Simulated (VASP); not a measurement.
Set up this calculation in VASP 6.6.1, as the native input.

- Task: single point
- Functional: PBE
- Potentials or basis: VASP PAW PBE potentials, release 64 (Ti_sv, W_sv)
- Cutoff: 520 eV
- k mesh: 3 × 3 × 3
- Occupations: gaussian, width 0.05 eV
- Spin: no spin polarisation
- Dipole correction: no
- Further INCAR settings: LREAL = Auto; ALGO = Normal; EDIFF = 1e-06; NBANDS = 117

The structure of TiW14 (a cell with a defect) lies in POSCAR:

```
TiW14
1.0
    6.3200000000      0.0000000000      0.0000000000
    0.0000000000      6.3200000000      0.0000000000
    0.0000000000      0.0000000000      6.3200000000
Ti W
1 14
Direct
    0.1648221519     -0.1646378165      0.1650416139
    0.5079604430      0.0059481013     -0.0055428797
   -0.0057642405      0.4922237342     -0.0055433544
   -0.0057629747      0.0059481013      0.5081797468
    0.2548223101      0.2598140823      0.2550433544
    0.4962868671      0.5038971519     -0.0010719937
    0.4962873418      0.0014773734      0.4965077532
    0.7575053797      0.2426792722      0.2489514241
   -0.0012925633      0.5038971519      0.4965079114
    0.2487306962      0.2426787975      0.7577264241
    0.4983181962      0.5018666139      0.4985393987
    0.7403710443      0.7453625000      0.2550425633
    0.7497873418      0.2503965190      0.7500077532
    0.2548224684      0.7453621835      0.7405916139
    0.7575053797      0.7514537975      0.7577254747
```

One way to write it, as run:

INCAR

```
SYSTEM = TiW14
PREC     = Accurate       ! precision mode
ENCUT    = 520            ! plane-wave cutoff, eV
EDIFF    = 1E-6           ! SCF threshold, eV
ISMEAR   = 0              ! smearing method
SIGMA    = 0.05           ! smearing width, eV
LREAL    = Auto         
LASPH    = .True.         ! aspherical terms in the spheres
NELM     = 80             ! most SCF steps
ALGO     = Normal         ! electronic algorithm
ISIF     = 2              ! what is computed and relaxed
LWAVE    = .False.        ! write WAVECAR
LCHARG   = .False.        ! write CHGCAR
GGA      = PE             ! functional
NBANDS   = 117            ! bands
```

KPOINTS

```
regular mesh
0
Gamma
  3 3 3
  0 0 0
```

Potentials or basis: VASP PAW PBE potentials, release 64 (Ti_sv, W_sv).

The run is started by

```console
$ cat potpaw_PBE.64/Ti_sv/POTCAR potpaw_PBE.64/W_sv/POTCAR > POTCAR
$ mpirun -np 1 vasp_std > vasp.out
```

It gave:

The pressure is 0.9 GPa and the largest force is 0.890 eV/Å. The band gap on the k mesh is zero (bands 104 and 105 overlap by 0.88 eV).

Caveat: spin-orbit coupling is left out, which moves the levels of the heavy elements.

It took 9.1 min on 1 thread of Intel(R) Xeon(R) Platinum 8259CL CPU @ 2.50GHz (Skylake/Cascade Lake), with other jobs on the host, peak memory 0.39 GiB.
